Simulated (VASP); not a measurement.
Write the native input for VASP 6.6.1 that does the following.

| Item | Value |
| --- | --- |
| Task | single point |
| Functional | PBEsol |
| Potentials or basis | VASP PAW PBE potentials, release 64 (Ti_sv, O) |
| Cutoff | 520 eV |
| k mesh | 12 × 12 × 16 |
| Occupations | gaussian, width 0.15 eV |
| Spin | no spin polarisation |
| Dipole correction | no |
| Further INCAR settings | ALGO = Normal; EDIFF = 1e-06; NBANDS = 36 |

The structure of TiO lies in POSCAR:

```
TiO
1.0
    4.7105179706      0.0000000000      0.0000000000
   -2.3552589853      4.0794282275      0.0000000000
    0.0000000000      0.0000000000      2.7650684595
Ti O
3 3
Direct
    0.6666666667      0.3333333333      0.5000000000
    0.3333333333      0.6666666667      0.5000000000
    0.0000000000      0.0000000000      0.0000000000
    0.6052948636      0.6052948636      0.0000000000
    0.3947051364      0.0000000000      0.0000000000
    0.0000000000      0.3947051364      0.0000000000
```

This cell differs from its parent crystal: strain -0.050 along x and y, -0.025 along z.

One way to write it, as run:

INCAR

```
SYSTEM = TiO
ALGO = Normal
EDIFF = 1E-6
ENCUT = 520
GGA = PS
ISIF = 2
ISMEAR = 0
LASPH = .TRUE.
LCHARG = .FALSE.
LREAL = .FALSE.
LWAVE = .FALSE.
NBANDS = 36
NELM = 80
PREC = Accurate
SIGMA = 0.15
```

KPOINTS

```
k-points
0
G
  12 12 16
  0 0 0
```

Potentials or basis: VASP PAW PBE potentials, release 64 (Ti_sv, O).

Launch:

```bash
$ cat potpaw_PBE.64/Ti_sv/POTCAR potpaw_PBE.64/O/POTCAR > POTCAR
$ mpirun -np 1 vasp_std > vasp.out
```

Results of the run:

| Item | Value |
| --- | --- |
| Pressure | 42.1 GPa |
| Largest force | 0.712 eV/Å |
| Band gap on the k mesh | zero (bands 27 and 28 overlap by 1.36 eV) |

Caveat: the cell differs from its parent crystal (strain -0.050 along x and y, -0.025 along z); the cell stands under pressure; the PAW data sets were made with another functional, which shifts forces and pressure a little; semilocal functionals often make such compounds metallic where correlation or magnetic order opens a gap, which also shifts bond lengths.

Run time: 3.4 min on 1 thread of AMD EPYC 9R45 (Zen 5), with other jobs on the host, peak memory 0.33 GiB.
